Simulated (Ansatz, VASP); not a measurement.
Si2Ni: VASP beside Ansatz

Contents of INCAR:

```
SYSTEM = Si2Ni
PREC     = Accurate       ! precision mode
ENCUT    = 520            ! plane-wave cutoff, eV
EDIFF    = 1E-7           ! SCF threshold, eV
ISMEAR   = 0              ! smearing method
SIGMA    = 0.05           ! smearing width, eV
LREAL    = .False.        ! projectors in reciprocal space
LASPH    = .True.         ! aspherical terms in the spheres
NELM     = 150            ! most SCF steps
ALGO     = Normal         ! electronic algorithm
ISIF     = 2              ! what is computed and relaxed
LWAVE    = .False.        ! write WAVECAR
LCHARG   = .False.        ! write CHGCAR
ISPIN    = 2              ! spin polarisation
MAGMOM   = 0 0 0.05       ! initial moments
LORBIT   = 11             ! projections on sites
LMAXMIX  = 4              ! l up to which the mixer works
GGA      = PE             ! functional
IVDW     = 12             ! dispersion correction
NBANDS   = 20             ! bands
```

KPOINTS

```
regular mesh
0
Gamma
  8 8 8
  0 0 0
```

The input POSCAR:

```
Si2Ni
1.0
    0.0000000000      2.7221196941      2.7221196941
    2.7221196941      0.0000000000      2.7221196941
    2.7221196941      2.7221196941      0.0000000000
Si Ni
2 1
Direct
    0.2500000000      0.2500000000      0.2500000000
    0.7500000000      0.7500000000      0.7500000000
    0.0000000000      0.0000000000      0.0000000000
```

Input for Ansatz:

```yaml
crystal:
  lattice:
    - [0.0, 2.7221196941, 2.7221196941]
    - [2.7221196941, 0.0, 2.7221196941]
    - [2.7221196941, 2.7221196941, 0.0]
  atoms:
    - { symbol: Si, position: [0.25, 0.25, 0.25] }
    - { symbol: Si, position: [0.75, 0.75, 0.75] }
    - { symbol: Ni, position: [0.0, 0.0, 0.0], spin: 0.05 }
basis:
  ecutwfc: 420
  ecutrho_ratio: 4
kpoints:
  mp_grid: { grid: [8, 8, 8] }
hamiltonian:
  xc: pbe
  dispersion: d3bj
scf:
  occupations: { method: gaussian, width: 0.05 }
output:
  forces: true
  stress: true
  eigenvalues: true
  populations: true
magnetization:
  spin_polarized: true
```

Alike in both runs: task single point; functional PBE; dispersion D3(BJ); k mesh 8 × 8 × 8; occupations gaussian, width 0.05 eV; collinear spin.

|  | VASP | Ansatz |
| --- | --- | --- |
| version | VASP 6.6.1 | Ansatz 0.2.0 |
| potentials or method | VASP PAW PBE potentials, release 64 (Si, Ni), cutoff 520 eV | scalar-relativistic, plane waves, PAW |
| valence electrons in the cell | 18 | 26 |

```tsv
	VASP	Ansatz	Ansatz less VASP
gap on the k mesh at the Fermi level (eV)	none	none	-
pressure (GPa)	-5.3	-5.4	-0.11
net moment per atom (μB)	0.00	0.00	0.000
```

A gap of «none» marks a metal or a gap that the smearing closes. VASP's potentials hold 18 valence electrons a cell and Ansatz's 26, so a difference there can come from the potentials and not from the codes. Ansatz's warnings: seeded moment not kept.
